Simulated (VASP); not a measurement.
Input of a VASP 6.6.1 run:

File POSCAR:

```
ZnS
1.0
    0.0000000000      2.7321669939      2.7321669939
    2.7321669939      0.0000000000      2.7321669939
    2.7321669939      2.7321669939      0.0000000000
Zn S
1 1
Direct
    0.0000000000      0.0000000000      0.0000000000
    0.2500000000      0.2500000000      0.2500000000
```

File INCAR.step1:

```
SYSTEM = ZnS
PREC     = Accurate       ! precision mode
ENCUT    = 520            ! plane-wave cutoff, eV
ISMEAR   = 0              ! smearing method
SIGMA    = 0.02           ! smearing width, eV
LREAL    = .FALSE.        ! projectors in reciprocal space
LASPH    = .TRUE.         ! aspherical terms in the spheres
NELM     = 80             ! most SCF steps
NBANDS   = 16             ! bands
GGA      = PE             ! functional
ALGO     = Normal         ! electronic algorithm
EDIFF    = 1E-4           ! SCF threshold, eV
LWAVE    = .TRUE.         ! write WAVECAR
LCHARG   = .FALSE.        ! write CHGCAR
```

INCAR.step2

```
SYSTEM = ZnS
PREC     = Accurate       ! precision mode
ENCUT    = 520            ! plane-wave cutoff, eV
EDIFF    = 1E-6           ! SCF threshold, eV
ISMEAR   = 0              ! smearing method
SIGMA    = 0.02           ! smearing width, eV
LREAL    = .FALSE.        ! projectors in reciprocal space
LASPH    = .TRUE.         ! aspherical terms in the spheres
NELM     = 80             ! most SCF steps
ALGO     = Normal         ! electronic algorithm
ISIF     = 2              ! what is computed and relaxed
LWAVE    = .FALSE.        ! write WAVECAR
LCHARG   = .FALSE.        ! write CHGCAR
METAGGA  = R2SCAN         ! meta-GGA
LMIXTAU  = .TRUE.       
NBANDS   = 16             ! bands
ISTART   = 1
```

Contents of KPOINTS:

```
Automatic mesh
0
G
  8 8 8
  0 0 0
```

Potentials or basis: VASP PAW PBE potentials, release 64 (Zn, S).

Launch:

```bash
$ cat potpaw_PBE.64/Zn/POTCAR potpaw_PBE.64/S/POTCAR > POTCAR
$ cp INCAR.step1 INCAR
$ mpirun -np 1 vasp_std > vasp.out
$ cp INCAR.step2 INCAR
$ mpirun -np 1 vasp_std > vasp.out
```

(1) What does it give for the pressure?

(2) Estimate the band gap on the k mesh.

Results:

(1) -3.0 GPa.

(2) 2.52 eV, direct.

Caveat: the PAW data sets were made with another functional, which shifts forces and pressure a little.
